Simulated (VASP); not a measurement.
# WSe2 in VASP: phonons with PBE+D3(BJ)

Aim: the phonons of WSe2 with PBE+D3(BJ).

Program: VASP 6.6.1. These are calculated values, not measurements. Logs are shortened: lines on timing, memory, paths and dates and some standing lists are left out, and cuts for length are marked.

## 1. The cell of the first run

The typed cell holds 6 atoms: a = 3.279 Å, b = 3.279 Å, c = 12.793 Å, α = 90.00°, β = 90.00°, γ = 120.00°.

## 2. Phonons, PBE+D3(BJ)

The input, INCAR:

```
ALGO = Normal ; EDIFF = 1E-8
ENCUT = 520 ; GGA = PE
IBRION = 6 ; ISIF = 2
ISMEAR = 0 ; IVDW = 12
KPAR = 4 ; LASPH = True
LCHARG = False ; LREAL = False
LWAVE = False ; NBANDS = 35
NELM = 100 ; NFREE = 2
NSW = 1 ; POTIM = 0.015
PREC = Accurate ; SIGMA = 0.01
```

The input, KPOINTS:

```
k-points
0
Gamma
  12 12 2
```

The input, POSCAR:

```
WSe2
1.0
    3.2790405805      0.0000000000      0.0000000000
   -1.6395202902      2.8397324427      0.0000000000
    0.0000000000      0.0000000000     12.7928249833
W Se
2 4
Direct
    0.6666666667      0.3333333333      0.2500159354
    0.3333333333      0.6666666667      0.7499840646
    0.3333333333      0.6666666667      0.3816758324
    0.6666666667      0.3333333333      0.8816435266
    0.3333333333      0.6666666667      0.1183564734
    0.6666666667      0.3333333333      0.6183241676
```

Potentials or basis: VASP PAW PBE potentials, release 64 (W_sv, Se).

Command:

```bash
cat potpaw_PBE.64/W_sv/POTCAR potpaw_PBE.64/Se/POTCAR > POTCAR
mpirun -np 4 vasp_std > vasp.out
```

OUTCAR:

```text
EDIFF = 1E-8
   ENCUT = 520
   GGA = PE
   IBRION = 6
   ISIF = 2
   ISMEAR = 0
   IVDW = 12
   LASPH = True
   LREAL = False
   NELM = 100
   NFREE = 2
   NSW = 1
   POTIM = 0.015
   PREC = Accurate
 IVDW          = 12

 ion  position               nearest neighbor table
   1  0.667  0.333  0.250-   5 2.53   5 2.53   5 2.53   3 2.53   3 2.53   3 2.53
   2  0.333  0.667  0.750-   4 2.53   4 2.53   4 2.53   6 2.53   6 2.53   6 2.53
   3  0.333  0.667  0.382-   1 2.53   1 2.53   1 2.53
   4  0.667  0.333  0.882-   2 2.53   2 2.53   2 2.53
   5  0.333  0.667  0.118-   1 2.53   1 2.53   1 2.53
   6  0.667  0.333  0.618-   2 2.53   2 2.53   2 2.53

  LATTYP: Found a hexagonal cell.
 ALAT       =     3.2790405805
 C/A-ratio  =     3.9013926999

  Lattice vectors:

 A1 = (   3.2790405805,   0.0000000000,   0.0000000000)
 A2 = (  -1.6395202902,   2.8397324427,   0.0000000000)
 A3 = (   0.0000000000,   0.0000000000,  12.7928249833)

Analysis of symmetry for initial positions (statically):
=====================================================================
 Subroutine PRICEL returns:
 Original cell was already a primitive cell.

 Routine SETGRP: Setting up the symmetry group for a
 hexagonal supercell.

 Subroutine GETGRP returns: Found 12 space group operations
 (whereof 12 operations were pure point group operations)
 out of a pool of 24 trial point group operations.

The static configuration has the point symmetry D_3d.

Analysis of symmetry for dynamics (positions and initial velocities):
=====================================================================
 Subroutine PRICEL returns:
 Original cell was already a primitive cell.

 Routine SETGRP: Setting up the symmetry group for a
 hexagonal supercell.

 Subroutine GETGRP returns: Found 12 space group operations
 (whereof 12 operations were pure point group operations)
 out of a pool of 24 trial point group operations.

The dynamic configuration has the point symmetry D_3d.

 Subroutine INISYM returns: Found 12 space group operations
 (whereof 12 operations are pure point group operations),
 and found     1 'primitive' translations

----------------------------------------------------------------------------------------

                                     Primitive cell

  volume of cell :     119.1216

  direct lattice vectors                    reciprocal lattice vectors
     3.279040580  0.000000000  0.000000000     0.304967254  0.176072926  0.000000000
    -1.639520290  2.839732443  0.000000000     0.000000000  0.352145852  0.000000000
     0.000000000  0.000000000 12.792824983     0.000000000  0.000000000  0.078168817

  length of vectors
     3.279040580  3.279040580 12.792824983     0.352145852  0.352145852  0.078168817

  position of ions in fractional coordinates (direct lattice)
     0.666666667  0.333333333  0.250015935
     0.333333333  0.666666667  0.749984065
     0.333333333  0.666666667  0.381675832
     0.666666667  0.333333333  0.881643527
     0.333333333  0.666666667  0.118356473
     0.666666667  0.333333333  0.618324168

  ion indices of the primitive-cell ions
   primitive index   ion index
                 1           1
                 2           2
                 3           3
                 4           4
                 5           5
                 6           6

----------------------------------------------------------------------------------------

 KPOINTS: k-points

Automatic generation of k-mesh.
 Grid dimensions read from file:
 generate k-points for:   12   12    2

 Generating k-lattice:
[... 56 lines left out ...]
   ISPIN  =      1    spin polarized calculation?
   LNONCOLLINEAR =      F non collinear calculations
   LSORBIT =      F    spin-orbit coupling
   LASPH  =      T    aspherical Exc in radial PAW
   ENCUT  =  520.0 eV  38.22 Ry    6.18 a.u.   6.10  6.10 23.79*2*pi/ulx,y,z
   NELM   =    100;   NELMIN=  2; NELMDL= -5     # of ELM steps
   EDIFF  = 0.1E-07   stopping-criterion for ELM
   LREAL  =      F    real-space projection
   EDIFFG = 0.1E-06   stopping-criterion for IOM
   NSW    =    109    number of steps for IOM
   IBRION =      6    ionic relax: 0-MD 1-quasi-New 2-CG
   NFREE  =      2    steps in history (QN), initial steepest desc. (CG)
   ISIF   =      2    stress and relaxation
   ISYM   =      2    0-nonsym 1-usesym 2-fastsym
   POTIM  = 0.0150    time-step for ionic-motion
   TEBEG  =    0.0;   TEEND  =   0.0 temperature during run
   PSTRESS=    0.0 pullay stress
   NELECT =      52.0000    total number of electrons
   NUPDOWN=      -1.0000    fix difference up-down
   EMIN   =  10.00;   EMAX   =-10.00  energy-range for DOS
   EFERMI =   0.00;   METHOD = LEGACY
   ISMEAR =     0;   SIGMA  =   0.01  broadening in eV -4-tet -1-fermi 0-gaus
   EFERMI_NEDOS =   21; number of points for ismear=-14 and -15
   IALGO  =     38    algorithm
   IMIX   =      4    mixing-type and parameters
     AMIX     =   0.40;   BMIX     =  1.00
     AMIX_MAG =   1.60;   BMIX_MAG =  1.00
  volume/ion in A,a.u.               =      19.85       133.98
  Fermi-wavevector in a.u.,A,eV,Ry     =   1.241878  2.346810 20.983746  1.542262
  Thomas-Fermi vector in A             =   2.376257
   LORBIT       =      0    0 simple, 1 ext, 2 COOP (PROOUT), +10 PAW based schemes
   GGA     = PE    functional components
   LHFCALC =     F    Hartree Fock is set to
   AEXX    =    0.0000 exact exchange contribution
   IVDW    =    12    specifies the selected vdW correction
   LEPSILON=     F    determine dielectric tensor
   LRPA    =     F    only Hartree local field effects (RPA)
 finite differences with symmetry
 non-spin polarized calculation
 Gauss-broadening in eV      SIGMA  =   0.01
  energy-cutoff  :      520.00
  volume of cell :      119.12
 maximum number of plane-waves:      3248
   NGX = 13   NGY = 13   NGZ = 47

--------------------------------------- Ionic step        1  -------------------------------------------

 number of electron      51.9999987 magnetization

 Free energy of the ion-electron system (eV)
  ---------------------------------------------------
  ext. energy  EPLUGINS =         0.00000000
  ---------------------------------------------------
  free energy    TOTEN  =       -43.07883184 eV

  energy without entropy =      -43.07883184  energy(sigma->0) =      -43.07883184

------------------------ aborting loop because EDIFF is reached ----------------------------------------

 Edisp (eV)   -2.85181

 E8    (eV) :    -1.2720
[... 117 lines left out ...]
  FREE ENERGIE OF THE ION-ELECTRON SYSTEM (eV)
  ---------------------------------------------------
  free  energy   TOTEN  =       -45.9285521748 eV

  energy  without entropy=      -45.9285521748  energy(sigma->0) =      -45.92855217

[... ionic steps 4 to 10 ...]

--------------------------------------- Ionic step       11  -------------------------------------------

 number of electron      51.9999988 magnetization

------------------------ aborting loop because EDIFF is reached ----------------------------------------
[... 83 lines left out ...]
--------------------------------------- Ionic step       13  -------------------------------------------

 number of electron      51.9999986 magnetization

 Free energy of the ion-electron system (eV)
  ---------------------------------------------------
  ext. energy  EPLUGINS =         0.00000000
  ---------------------------------------------------
  free energy    TOTEN  =       -43.07633299 eV

  energy without entropy =      -43.07633299  energy(sigma->0) =      -43.07633299

 E-fermi :   6.7573     XC(G=0): -10.8907

 val. band max:        6.5270185475   @ k =   0.0000   0.0000   0.0000
 cond. band min:       7.4225131461   @ k =   0.1667   0.1667   0.0000
 fundamental gap:      0.8954945986
 Fermi energy:         6.7573118424

 k-point     1 :       0.0000    0.0000    0.0000
  band No.  band energies     occupation
      1     -67.8209      2.00000
      2     -67.8198      2.00000
      3     -32.0744      2.00000
      4     -32.0703      2.00000
      5     -31.9396      2.00000
      6     -31.9396      2.00000
[... 901 lines left out ...]
     34      10.4535      0.00000
     35      12.0648      0.00000

 [... further k-points ...]

------------------------ aborting loop because EDIFF is reached ----------------------------------------

 Edisp (eV)   -2.85172

 E8    (eV) :    -1.2720
[... 29 lines left out ...]
  FREE ENERGIE OF THE ION-ELECTRON SYSTEM (eV)
  ---------------------------------------------------
  free  energy   TOTEN  =       -45.9280554079 eV

  energy  without entropy=      -45.9280554079  energy(sigma->0) =      -45.92805541

 INTERNAL STRAIN TENSORS FROM DISPLACED ATOMS
 ============================================

 INTERNAL STRAIN TENSOR FOR ION    1 for displacements in x,y,z  (eV/Angst):
          X           Y           Z          XY          YZ          ZX
  --------------------------------------------------------------------------------
  x     0.00000    -0.00000     0.00000     7.32345     0.00000     0.00026
  y     7.32345    -7.32345     0.00000    -0.00000     0.00026     0.00000
  z    -0.00130    -0.00130     0.00131    -0.00000     0.00000     0.00000

 INTERNAL STRAIN TENSOR FOR ION    6 for displacements in x,y,z  (eV/Angst):
          X           Y           Z          XY          YZ          ZX
  --------------------------------------------------------------------------------
  x     0.00000    -0.00000     0.00000     3.82559     0.00000    13.73417
  y     3.82559    -3.82559    -0.00000    -0.00000    13.73418     0.00000
  z    10.79154    10.79154    27.45064     0.00000     0.00000     0.00000

 Eigenvectors and eigenvalues of the dynamical matrix
 ----------------------------------------------------

   1 f  =    9.192038 THz    57.755279 2PiTHz  306.613388 cm-1    38.015198 meV
             X         Y         Z           dx          dy          dz
      1.639520  0.946577  3.198410     0.000000    0.000000    0.472933
     -0.000000  1.893155  9.594415    -0.000000    0.000000   -0.472933
     -0.000000  1.893155  4.882712    -0.000000   -0.000000   -0.371730
      1.639520  0.946577 11.278711     0.000000   -0.000000    0.371687
     -0.000000  1.893155  1.514114    -0.000000   -0.000000   -0.371687
      1.639520  0.946577  7.910113     0.000000   -0.000000    0.371730
[... 145 lines left out ...]
  18 f/i=    0.001249 THz     0.007849 2PiTHz    0.041669 cm-1     0.005166 meV
             X         Y         Z           dx          dy          dz
      1.639520  0.946577  3.198410     0.000000   -0.000000   -0.518687
     -0.000000  1.893155  9.594415     0.000000   -0.000000   -0.518687
     -0.000000  1.893155  4.882712     0.000000   -0.000000   -0.339825
      1.639520  0.946577 11.278711     0.000000   -0.000000   -0.339828
     -0.000000  1.893155  1.514114     0.000000   -0.000000   -0.339828
      1.639520  0.946577  7.910113     0.000000   -0.000000   -0.339825

 ELASTIC MODULI CONTR FROM IONIC RELAXATION (kBar)
 Direction    XX          YY          ZZ          XY          YZ          ZX
 --------------------------------------------------------------------------------
 XX        -425.2473   -256.4324   -867.0541     -0.0000     -0.0496     -0.0000
 YY        -256.4324   -425.2473   -867.0541     -0.0000      0.0496      0.0000
 ZZ        -867.0541   -867.0541  -2205.6780     -0.0000     -0.0000      0.0000
 XY          -0.0000     -0.0000     -0.0000    -84.4075      0.0000     -0.0496
 YZ          -0.0496      0.0496     -0.0000      0.0000  -1161.9237     -0.0000
 ZX          -0.0000      0.0000      0.0000     -0.0496     -0.0000  -1161.9217
 --------------------------------------------------------------------------------
```

Run time: 13 min. Hardware: 4 MPI ranks of Intel Xeon Platinum 8259CL at 2.50GHz (Skylake/Cascade Lake), shared host; peak memory 0.89 GiB.

Results:

* Highest phonon frequency at Γ, LO-TO splitting left out: 307 cm⁻¹
* Dispersion energy per atom: -0.475 eV

Phonon frequencies in cm⁻¹ (negative: imaginary):
| q point | frequencies |
| --- | --- |
| (0.000, 0.000, 0.000) | 0 0 0 26 26 45 171 171 173 173 243 243 243 243 246 252 303 307 |

Caveat: spin-orbit coupling is left out, which moves the levels of the heavy elements.
